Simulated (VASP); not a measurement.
Fe: single point with RPBE

Crystal: Fe.

```
Fe
1.0
    -1.40345    1.40345    1.40345
     1.40345   -1.40345    1.40345
     1.40345    1.40345   -1.40345
Fe
1
Direct
  0.00000 0.00000 0.00000
```

```json
{
 "Program": "VASP 6.6.1",
 "Task": "single point",
 "Functional": "RPBE",
 "Potentials or basis": "VASP PAW PBE potentials, release 64 (Fe)",
 "Cutoff": "600 eV",
 "k mesh": "11 × 11 × 11",
 "Occupations": "fermi-dirac, width 0.2 eV",
 "Spin": "collinear spin, ferromagnetic start",
 "Starting moments": "[3.5] μB"
}
```

```yaml
Pressure: 12.2 GPa
Net_moment: 2.15 μB per cell
Site_moments: Fe +2.14 μB
Valence_electrons_inside_the_program's_atomic_spheres: Fe 7.32
```

Levels at points of the mesh, in eV from the Fermi level:
Spin up:
| k point | band 1 | band 2 | band 3 | band 4 | band 5 | band 6 | band 7 | band 8 | band 9 | band 10 |
| --- | --- | --- | --- | --- | --- | --- | --- | --- | --- | --- |
| (0.00, 0.00, 0.00) | -8.62 | -2.41 | -2.41 | -2.41 | -1.16 | -1.16 | 25.22 | 25.22 | 25.22 | 30.49 |
Spin down:
| k point | band 1 | band 2 | band 3 | band 4 | band 5 | band 6 |
| --- | --- | --- | --- | --- | --- | --- |
| (0.00, 0.00, 0.00) | -8.49 | -0.50 | -0.50 | -0.50 | 1.63 | 1.63 |

Run time: 27 s on 1 thread of Intel(R) Xeon(R) Platinum 8488C (Sapphire Rapids), with other jobs on the host, peak memory 0.14 GiB.

Caveat: the PAW data sets were made with another functional, which shifts forces and pressure a little.
